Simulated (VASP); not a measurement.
# SrCd (Pmmm) in VASP: notebook

SrCd is run at these levels: LDA; tasks: single point.

All numbers are computed with VASP 6.6.1; they aren't measurements. Logs are shortened: lines on timing, memory, paths and dates and some standing lists are left out, and cuts for length are marked.

## (1) The cell of the first run

The structure is orthorhombic, space group Pmmm (No. 47). Conventional cell: a = 3.403 Å, b = 4.003 Å, c = 4.603 Å, α = 90.00°, β = 90.00°, γ = 90.00°. Sr (site symmetry mmm) has 6 Sr at 3.40 to 4.60 Å and 8 Cd at 3.49 Å within 4.7 Å. Within 4.7 Å of Cd (site symmetry mmm) lie 6 Cd at 3.40 to 4.60 Å and 8 Sr at 3.49 Å.

## (2) Single point, LDA (strain -0.1500 x Voigt [1, -1, 0, 0, 0, 0])

INCAR

```
SYSTEM = SrCd
  PREC = Accurate
  ENCUT = 500
  EDIFF = 1E-6
  ISMEAR = 0
  SIGMA = 0.15
  LREAL = .FALSE.
  LASPH = .TRUE.
  NELM = 120
  ALGO = Normal
  ISIF = 2
  LWAVE = .FALSE.
  LCHARG = .FALSE.
  NBANDS = 18
  GGA_COMPAT = .FALSE.
```

KPOINTS

```
regular mesh
0
G
  12 12 12
  0 0 0
```

POSCAR

```
SrCd
1.0
    3.4025500000      0.0000000000      0.0000000000
    0.0000000000      4.6034500000      0.0000000000
    0.0000000000      0.0000000000      4.0030000000
Sr Cd
1 1
Direct
    0.5000000000      0.5000000000      0.5000000000
    0.0000000000      0.0000000000      0.0000000000
```

Potentials or basis: VASP PAW LDA potentials, release 64 (Sr_sv, Cd).

Started as:

```console
$ cat potpaw_LDA.64/Sr_sv/POTCAR potpaw_LDA.64/Cd/POTCAR > POTCAR
$ mpirun -np 1 vasp_std > vasp.out
```

OUTCAR:

```text
SYSTEM = SrCd
   PREC = Accurate
   ENCUT = 500
   EDIFF = 1E-6
   ISMEAR = 0
   LREAL = .FALSE.
   LASPH = .TRUE.
   NELM = 120
   ISIF = 2

 ion  position               nearest neighbor table
   1  0.500  0.500  0.500-   2 3.49   2 3.49   2 3.49   2 3.49   2 3.49   2 3.49   2 3.49   2 3.49

   2  0.000  0.000  0.000-   1 3.49   1 3.49   1 3.49   1 3.49   1 3.49   1 3.49   1 3.49   1 3.49

  LATTYP: Found a simple orthorhombic cell.
 ALAT       =     3.4025500000
 B/A-ratio  =     1.1764705882
 C/A-ratio  =     1.3529411765

  Lattice vectors:

 A1 = (  -3.4025500000,   0.0000000000,   0.0000000000)
 A2 = (   0.0000000000,   0.0000000000,   4.0030000000)
 A3 = (   0.0000000000,   4.6034500000,   0.0000000000)

Analysis of symmetry for initial positions (statically):
=====================================================================
 Subroutine PRICEL returns:
 Original cell was already a primitive cell.

 Routine SETGRP: Setting up the symmetry group for a
 simple orthorhombic supercell.

 Subroutine GETGRP returns: Found  8 space group operations
 (whereof  8 operations were pure point group operations)
 out of a pool of  8 trial point group operations.

The static configuration has the point symmetry D_2h.

Analysis of symmetry for dynamics (positions and initial velocities):
=====================================================================
 Subroutine PRICEL returns:
 Original cell was already a primitive cell.

 Routine SETGRP: Setting up the symmetry group for a
 simple orthorhombic supercell.

 Subroutine GETGRP returns: Found  8 space group operations
 (whereof  8 operations were pure point group operations)
 out of a pool of  8 trial point group operations.

The dynamic configuration has the point symmetry D_2h.

 Subroutine INISYM returns: Found  8 space group operations
 (whereof  8 operations are pure point group operations),
 and found     1 'primitive' translations

----------------------------------------------------------------------------------------

                                     Primitive cell

  volume of cell :      62.7009

  direct lattice vectors                    reciprocal lattice vectors
     3.402550000  0.000000000  0.000000000     0.293897224  0.000000000  0.000000000
     0.000000000  4.603450000  0.000000000     0.000000000  0.217228383  0.000000000
     0.000000000  0.000000000  4.003000000     0.000000000  0.000000000  0.249812641

  length of vectors
     3.402550000  4.603450000  4.003000000     0.293897224  0.217228383  0.249812641

  position of ions in fractional coordinates (direct lattice)
     0.500000000  0.500000000  0.500000000
     0.000000000  0.000000000  0.000000000

  ion indices of the primitive-cell ions
   primitive index   ion index
                 1           1
                 2           2

----------------------------------------------------------------------------------------

 KPOINTS: regular mesh

Automatic generation of k-mesh.
 Grid dimensions read from file:
 generate k-points for:   12   12   12

 Generating k-lattice:

  Cartesian coordinates                     Fractional coordinates (reciprocal lattice)
     0.024491435  0.000000000  0.000000000     0.083333333  0.000000000  0.000000000
     0.000000000  0.018102365  0.000000000     0.000000000  0.083333333  0.000000000
     0.000000000  0.000000000  0.020817720     0.000000000  0.000000000  0.083333333

  Length of vectors
     0.024491435  0.018102365  0.020817720

  Shift w.r.t. Gamma in fractional coordinates (k-lattice)
     0.000000000  0.000000000  0.000000000

 Subroutine IBZKPT returns following result:
 ===========================================

 Found    343 irreducible k-points:

 Following reciprocal coordinates:
            Coordinates               Weight
  0.000000  0.000000  0.000000      1.000000
  0.083333  0.000000  0.000000      2.000000
  0.166667  0.000000  0.000000      2.000000
  0.250000  0.000000  0.000000      2.000000
  0.333333  0.000000  0.000000      2.000000
  0.416667  0.000000  0.000000      2.000000
[... 16 lines left out ...]
  0.083333  0.250000  0.000000      4.000000
  0.166667  0.250000  0.000000      4.000000
 [... further k-points ...]
   k-points           NKPTS =    343   k-points in BZ     NKDIM =    343   number of bands    NBANDS=     18
   number of dos      NEDOS =    301   number of ions     NIONS =      2
   total plane-waves  NPLWV =  30240
   dimension x,y,z NGX =    28 NGY =   36 NGZ =   30
   dimension x,y,z NGXF=    56 NGYF=   72 NGZF=   60
   ions per type =               1   1
   NGX,Y,Z   is equivalent  to a cutoff of  13.68, 13.00, 12.46 a.u.
   NGXF,Y,Z  is equivalent  to a cutoff of  27.36, 26.00, 24.92 a.u.
 SYSTEM =  SrCd
   PREC   = accura    normal or accurate (medium, high low for compatibility)
   ISTART =      0    job   : 0-new  1-cont  2-samecut
   ICHARG =      2    charge: 1-file 2-atom 10-const
   ISPIN  =      1    spin polarized calculation?
   LNONCOLLINEAR =      F non collinear calculations
   LSORBIT =      F    spin-orbit coupling
   LASPH  =      T    aspherical Exc in radial PAW
   ENCUT  =  500.0 eV  36.75 Ry    6.06 a.u.   6.20  8.39  7.30*2*pi/ulx,y,z
   NELM   =    120;   NELMIN=  2; NELMDL= -5     # of ELM steps
   EDIFF  = 0.1E-05   stopping-criterion for ELM
   LREAL  =      F    real-space projection
   EDIFFG = 0.1E-04   stopping-criterion for IOM
   NSW    =      0    number of steps for IOM
   IBRION =     -1    ionic relax: 0-MD 1-quasi-New 2-CG
   NFREE  =      0    steps in history (QN), initial steepest desc. (CG)
   ISIF   =      2    stress and relaxation
   ISYM   =      2    0-nonsym 1-usesym 2-fastsym
   POTIM  = 0.5000    time-step for ionic-motion
   TEBEG  =    0.0;   TEEND  =   0.0 temperature during run
   PSTRESS=    0.0 pullay stress
   NELECT =      22.0000    total number of electrons
   NUPDOWN=      -1.0000    fix difference up-down
   EMIN   =  10.00;   EMAX   =-10.00  energy-range for DOS
   EFERMI =   0.00;   METHOD = LEGACY
   ISMEAR =     0;   SIGMA  =   0.15  broadening in eV -4-tet -1-fermi 0-gaus
   EFERMI_NEDOS =   21; number of points for ismear=-14 and -15
   IALGO  =     38    algorithm
   IMIX   =      4    mixing-type and parameters
     AMIX     =   0.40;   BMIX     =  1.00
     AMIX_MAG =   1.60;   BMIX_MAG =  1.00
  volume/ion in A,a.u.               =      31.35       211.56
  Fermi-wavevector in a.u.,A,eV,Ry     =   1.154670  2.182010 18.140142  1.333263
  Thomas-Fermi vector in A             =   2.291305
   LORBIT       =      0    0 simple, 1 ext, 2 COOP (PROOUT), +10 PAW based schemes
   GGA     = CA    functional components
   LHFCALC =     F    Hartree Fock is set to
   AEXX    =    0.0000 exact exchange contribution
   IVDW    =     0    specifies the selected vdW correction
   LEPSILON=     F    determine dielectric tensor
   LRPA    =     F    only Hartree local field effects (RPA)
 non-spin polarized calculation
 Gauss-broadening in eV      SIGMA  =   0.15
  energy-cutoff  :      500.00
  volume of cell :       62.70
 maximum number of plane-waves:      1610
 NGX is ok and might be reduce to    28
   NGX = 13   NGY = 17   NGZ = 15

 number of electron      21.9999998 magnetization

 Free energy of the ion-electron system (eV)
  ---------------------------------------------------
  ext. energy  EPLUGINS =         0.00000000
  ---------------------------------------------------
  free energy    TOTEN  =        -3.89524072 eV

  energy without entropy =       -3.87769780  energy(sigma->0) =       -3.88646926

 E-fermi :   2.1758     XC(G=0):  -9.5326

 val. band max:        2.1691113301   @ k =   0.5000   0.1667   0.5000
 cond. band min:       2.1777155870   @ k =   0.1667   0.2500   0.3333
 fundamental gap:      0.0086042569
 Fermi energy:         2.1758027188

 k-point     1 :       0.0000    0.0000    0.0000
  band No.  band energies     occupation
      1     -33.5312      2.00000
      2     -15.6131      2.00000
      3     -15.5293      2.00000
      4     -15.3349      2.00000
      5      -6.5543      2.00000
      6      -6.4109      2.00000
[... 10 lines left out ...]
     17       8.3272      0.00000
     18       8.8534      0.00000

 k-point     2 :       0.0833    0.0000    0.0000
  band No.  band energies     occupation
      1     -33.5257      2.00000
      2     -15.6062      2.00000
      3     -15.5230      2.00000
      4     -15.3975      2.00000
      5      -6.5220      2.00000
      6      -6.4062      2.00000
[... 10 lines left out ...]
     17       8.1924      0.00000
     18       8.3197      0.00000

 k-point     3 :       0.1667    0.0000    0.0000
  band No.  band energies     occupation
      1     -33.5107      2.00000
      2     -15.5870      2.00000
      3     -15.5643      2.00000
      4     -15.5055      2.00000
      5      -6.4361      2.00000
      6      -6.3919      2.00000
[... 10 lines left out ...]
     17       7.8316      0.00000
     18       8.4603      0.00000

 k-point     4 :       0.2500    0.0000    0.0000
  band No.  band energies     occupation
      1     -33.4901      2.00000
      2     -15.7831      2.00000
      3     -15.5607      2.00000
      4     -15.4814      2.00000
      5      -6.3812      2.00000
      6      -6.3121      2.00000
[... 375 lines left out ...]
      4     -15.3342      2.00000
      5      -6.5467      2.00000
      6      -6.3762      2.00000
[... 10 lines left out ...]
     17       8.6737      0.00000
     18       9.9638      0.00000

 k-point    23 :       0.0833    0.2500    0.0000
  band No.  band energies     occupation
      1     -33.5246      2.00000
      2     -15.6439      2.00000
      3     -15.5223      2.00000
      4     -15.3961      2.00000
      5      -6.5152      2.00000
      6      -6.3719      2.00000
[... 10 lines left out ...]
     17       9.1712      0.00000
     18       9.6593      0.00000

 k-point    24 :       0.1667    0.2500    0.0000
  band No.  band energies     occupation
      1     -33.5097      2.00000
      2     -15.6226      2.00000
      3     -15.5611      2.00000
      4     -15.5044      2.00000
      5      -6.4331      2.00000
      6      -6.3571      2.00000
[... 10 lines left out ...]
     17       8.5599      0.00000
     18       9.6090      0.00000

 [... further k-points ...]

------------------------ aborting loop because EDIFF is reached ----------------------------------------

  FORCE on cell =-STRESS in cart. coord.  units (eV):
  Direction    XX          YY          ZZ          XY          YZ          ZX
  --------------------------------------------------------------------------------------
  -------------------------------------------------------------------------------------
  Total        1.0186137     -1.7589747     -1.0684082      0.0000000      0.0000000     -0.0000000
  in kB       26.0283445    -44.9465794    -27.3007304      0.0000000      0.0000000     -0.0000000
  external PRESSURE =     -15.4063218 kB  Pullay stress =       0.0000000 kB

 VOLUME and BASIS-vectors are now :
 -----------------------------------------------------------------------------
  energy-cutoff  :      500.00
  volume of cell :       62.70
      direct lattice vectors                 reciprocal lattice vectors
     3.402550000  0.000000000  0.000000000     0.293897224  0.000000000  0.000000000
     0.000000000  4.603450000  0.000000000     0.000000000  0.217228383  0.000000000
     0.000000000  0.000000000  4.003000000     0.000000000  0.000000000  0.249812641

 POSITION                                       TOTAL-FORCE (eV/Angst)
 -----------------------------------------------------------------------------------
      1.70128      2.30172      2.00150         0.000000      0.000000      0.000000
      0.00000      0.00000      0.00000         0.000000      0.000000      0.000000
 -----------------------------------------------------------------------------------
    total drift:                               -0.000000      0.000000      0.000000

  FREE ENERGIE OF THE ION-ELECTRON SYSTEM (eV)
  ---------------------------------------------------
  free  energy   TOTEN  =        -3.8952407167 eV

  energy  without entropy=       -3.8776977954  energy(sigma->0) =       -3.88646926
```

Wall time 5 min (1 thread of Intel Xeon Platinum 8488C (Sapphire Rapids), shared host); peak memory 0.46 GiB.

Results:

| Quantity | Value |
| --- | --- |
| Free energy | -3.8952 eV |
| Pressure | -1.5 GPa |
| Band gap on the k mesh | zero (bands 11 and 12 overlap by 1.98 eV) |

Levels at points of the mesh, in eV from the Fermi level:
```tsv
k point	band 8	band 9	band 10	band 11	band 12	band 13	band 14	band 15
(0.00, 0.00, 0.00)	-8.37	-8.33	-5.92	0.67	1.14	1.94	3.90	4.45
(0.50, 0.00, 0.00)	-8.47	-8.26	-2.49	-1.95	0.72	2.09	2.14	4.89
(0.00, 0.50, 0.00)	-8.37	-8.32	-4.41	-2.80	1.15	2.01	3.92	4.42
(0.50, 0.50, 0.00)	-8.49	-8.25	-2.80	-0.27	0.74	1.30	2.93	4.41
(0.00, 0.00, 0.50)	-8.36	-8.36	-3.75	-2.45	0.54	1.18	4.39	5.35
(0.50, 0.00, 0.50)	-8.45	-8.18	-2.31	0.24	0.91	1.97	2.34	3.38
(0.00, 0.50, 0.50)	-8.38	-8.37	-3.85	-0.57	-0.21	0.28	4.52	5.02
(0.50, 0.50, 0.50)	-8.36	-8.16	-0.91	-0.69	-0.57	-0.34	4.87	4.95
```

Caveat: the cell differs from its parent crystal (strain -0.1500 x Voigt [1, -1, 0, 0, 0, 0]); the stress differs along the axes, from -4 to 3 GPa.

## (3) Single point, LDA (strain +0.1312 x Voigt [1, -1, 0, 0, 0, 0])

INCAR

```
PREC = Accurate
ENCUT = 500
EDIFF = 1E-6
ISMEAR = 0
SIGMA = 0.15
LREAL = F
LASPH = T
NELM = 120
ALGO = Normal
ISIF = 2
LWAVE = F
LCHARG = F
NBANDS = 18
GGA_COMPAT = F
```

KPOINTS

```
regular mesh
0
Gamma
  12 12 12
```

POSCAR

```
SrCd
1.0
    4.5281936000      0.0000000000      0.0000000000
    0.0000000000      3.4778064000      0.0000000000
    0.0000000000      0.0000000000      4.0030000000
Sr Cd
1 1
Direct
    0.5000000000      0.5000000000      0.5000000000
    0.0000000000      0.0000000000      0.0000000000
```

Potentials or basis: VASP PAW LDA potentials, release 64 (Sr_sv, Cd).

Started as:

```console
$ cat potpaw_LDA.64/Sr_sv/POTCAR potpaw_LDA.64/Cd/POTCAR > POTCAR
$ mpirun -np 1 vasp_std > vasp.out
```

Run time: 5.2 min. Hardware: 1 thread of Intel Xeon Platinum 8488C (Sapphire Rapids), shared host; peak memory 0.46 GiB.

The run converged. Its results:

```yaml
Free_energy: -3.9416 eV
Pressure: -1.7 GPa
Band_gap_on_the_k_mesh: zero (bands 11 and 12 overlap by 1.87 eV)
```

Stress tensor (GPa, compression positive):
```
-4.19  0.00  0.00
 0.00  1.73  0.00
 0.00  0.00 -2.52
```

Levels at points of the mesh, in eV from the Fermi level:
| k point | band 8 | band 9 | band 10 | band 11 | band 12 | band 13 | band 14 | band 15 |
| --- | --- | --- | --- | --- | --- | --- | --- | --- |
| (0.00, 0.00, 0.00) | -8.40 | -8.36 | -5.91 | 0.80 | 1.18 | 2.15 | 3.92 | 4.54 |
| (0.50, 0.00, 0.00) | -8.40 | -8.36 | -4.32 | -2.77 | 1.23 | 2.04 | 4.10 | 4.17 |
| (0.00, 0.50, 0.00) | -8.48 | -8.30 | -2.67 | -2.02 | 0.87 | 2.08 | 2.13 | 4.90 |
| (0.50, 0.50, 0.00) | -8.51 | -8.28 | -2.89 | -0.26 | 0.61 | 1.24 | 3.07 | 4.34 |
| (0.00, 0.00, 0.50) | -8.39 | -8.39 | -3.73 | -2.45 | 0.72 | 1.29 | 4.08 | 5.58 |
| (0.50, 0.00, 0.50) | -8.41 | -8.39 | -3.77 | -0.50 | -0.19 | 0.37 | 4.75 | 4.81 |
| (0.00, 0.50, 0.50) | -8.47 | -8.22 | -2.44 | 0.21 | 0.77 | 1.85 | 2.53 | 3.40 |
| (0.50, 0.50, 0.50) | -8.37 | -8.20 | -0.90 | -0.72 | -0.61 | -0.47 | 4.80 | 4.88 |

Caveat: the cell differs from its parent crystal (strain +0.1312 x Voigt [1, -1, 0, 0, 0, 0]); the stress differs along the axes, from -4 to 2 GPa.

## (4) Single point, LDA (strain +0.1125 x Voigt [1, -1, 0, 0, 0, 0])

INCAR

```
SYSTEM = SrCd
ALGO     = Normal         ! electronic algorithm
EDIFF    = 1E-6           ! SCF threshold, eV
ENCUT    = 500            ! plane-wave cutoff, eV
GGA      = CA             ! functional
GGA_COMPAT= .FALSE.      
ISIF     = 2              ! what is computed and relaxed
ISMEAR   = 0              ! smearing method
LASPH    = .TRUE.         ! aspherical terms in the spheres
LCHARG   = .TRUE.         ! write CHGCAR
LELF     = .TRUE.         ! ELF
LREAL    = .FALSE.        ! projectors in reciprocal space
LVHAR    = .TRUE.       
LWAVE    = .FALSE.        ! write WAVECAR
NBANDS   = 18             ! bands
NELM     = 120            ! most SCF steps
PREC     = Accurate       ! precision mode
SIGMA    = 0.15           ! smearing width, eV
```

KPOINTS

```
k-points
0
G
  12 12 12
  0 0 0
```

POSCAR

```
SrCd
1.0
    4.4533375000      0.0000000000      0.0000000000
    0.0000000000      3.5526625000      0.0000000000
    0.0000000000      0.0000000000      4.0030000000
Sr Cd
1 1
Direct
    0.5000000000      0.5000000000      0.5000000000
    0.0000000000      0.0000000000      0.0000000000
```

Started as:

```console
$ cat potpaw_LDA.64/Sr_sv/POTCAR potpaw_LDA.64/Cd/POTCAR > POTCAR
$ mpirun -np 1 vasp_std > vasp.out
```

Run time: 5.3 min. Hardware: 1 thread of Intel Xeon Platinum 8488C (Sapphire Rapids), shared host; peak memory 0.46 GiB.

It converged, with:

```yaml
Free_energy: -3.9808 eV
Pressure: -1.7 GPa
Band_gap_on_the_k_mesh: zero (bands 11 and 12 overlap by 1.93 eV)
```

Stress tensor (GPa, compression positive):
```
-4.03  0.00  0.00
 0.00  1.22  0.00
 0.00  0.00 -2.43
```

Levels at points of the mesh, in eV from the Fermi level:
```csv
k point,band 7,band 8,band 9,band 10,band 11,band 12,band 13,band 14,band 15,band 16
"(0.00, 0.00, 0.00)",-8.51,-8.42,-8.38,-5.89,0.92,1.22,2.37,3.94,4.63,5.47
"(0.50, 0.00, 0.00)",-8.49,-8.42,-8.37,-4.22,-2.72,1.31,2.08,3.80,4.44,5.83
"(0.00, 0.50, 0.00)",-8.51,-8.48,-8.32,-2.83,-2.08,1.03,2.02,2.16,4.92,6.44
"(0.50, 0.50, 0.00)",-8.52,-8.52,-8.29,-2.97,-0.23,0.50,1.20,3.20,4.27,5.33
"(0.00, 0.00, 0.50)",-8.44,-8.41,-8.41,-3.70,-2.45,0.91,1.39,3.79,5.53,5.82
"(0.50, 0.00, 0.50)",-8.43,-8.43,-8.38,-3.69,-0.43,-0.16,0.47,4.63,4.97,5.00
"(0.00, 0.50, 0.50)",-8.57,-8.48,-8.24,-2.56,0.19,0.64,1.74,2.72,3.43,4.95
"(0.50, 0.50, 0.50)",-8.53,-8.37,-8.23,-0.88,-0.73,-0.64,-0.57,4.75,4.83,5.10
```

Caveat: the cell differs from its parent crystal (strain +0.1125 x Voigt [1, -1, 0, 0, 0, 0]); the stress differs along the axes, from -4 to 1 GPa.

## (5) Summary

| cell | gap on the mesh (eV) | pressure (GPa) |
| --- | --- | --- |
| a = 3.403, b = 4.603, c = 4.003 Å, 2 atoms | none | -1.5 |
| a = 4.528, b = 3.478, c = 4.003 Å, 2 atoms | none | -1.7 |
| a = 4.453, b = 3.553, c = 4.003 Å, 2 atoms | none | -1.7 |

Alike in all rows: task single point; level LDA; potentials or basis VASP PAW LDA potentials, release 64 (Sr_sv, Cd); no spin polarisation; k mesh 12 × 12 × 12; cutoff (eV) 500; smearing gaussian 0.15 eV.

Caveats: the stress differs along the axes, from -4 to 3 GPa (at least some runs); the stress differs along the axes, from -4 to 2 GPa (at least some runs); the stress differs along the axes, from -4 to 1 GPa (at least some runs).

Total energies depend on the potentials used, so only differences within one code and one set of settings carry meaning.
